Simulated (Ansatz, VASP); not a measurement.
# BiTe: VASP beside Ansatz

File INCAR:

```
SYSTEM = BiTe
  PREC = Accurate
  ENCUT = 520
  EDIFF = 1E-6
  ISMEAR = -1
  SIGMA = 0.05
  LREAL = .False.
  LASPH = .True.
  NELM = 60
  ALGO = Normal
  ISIF = 2
  LWAVE = .False.
  LCHARG = .True.
  LELF = .True.
  LVHAR = .True.
  NBANDS = 18
```

Contents of KPOINTS:

```
regular mesh
0
Gamma
  7 7 7
  0 0 0
```

POSCAR

```
BiTe
1.0
    0.0000000000      3.2132879364      3.2132879364
    3.2132879364      0.0000000000      3.2132879364
    3.2132879364      3.2132879364      0.0000000000
Bi Te
1 1
Direct
    0.0000000000      0.0000000000      0.0000000000
    0.5000000000      0.5000000000      0.5000000000
```

Contents of input.yaml:

```yaml
crystal:
  lattice:
    - [0.0, 3.2132879364, 3.2132879364]
    - [3.2132879364, 0.0, 3.2132879364]
    - [3.2132879364, 3.2132879364, 0.0]
  atoms:
    - { symbol: Bi, position: [0.0, 0.0, 0.0] }
    - { symbol: Te, position: [0.5, 0.5, 0.5] }
kpoints:
  mp_grid: { grid: [7, 7, 7] }
scf:
  occupations: { method: fermi_dirac, width: 0.05 }
hamiltonian:
  xc: lda
  pseudopotentials: { kind: all_electron, lapw: { basis_error: 0.001 } }
output:
  forces: true
  stress: true
  eigenvalues: true
```

Change from the starting cell: volume scaled by 0.98.

Alike in both runs: task single point; functional LDA; k mesh 7 × 7 × 7; occupations fermi-dirac, width 0.05 eV; no spin polarisation.

|  | VASP | Ansatz |
| --- | --- | --- |
| version | VASP 6.6.1 | Ansatz 0.2.0 |
| potentials or method | VASP PAW LDA potentials, release 64 (Bi_d, Te), cutoff 520 eV | all-electron LAPW, scalar-relativistic |

|  | VASP | Ansatz | Ansatz less VASP |
| --- | --- | --- | --- |
| gap on the k mesh at the Fermi level (eV) | none | none | - |
| pressure (GPa) | -1.7 | -1.7 | -0.03 |

LDA's correlation is that of Perdew and Zunger in VASP and of Perdew and Wang (1992) in Ansatz. A gap of «none» marks a metal or a gap that the smearing closes. Ansatz ran all-electron here, and VASP with PAW potentials.

Spin-orbit coupling is off throughout.
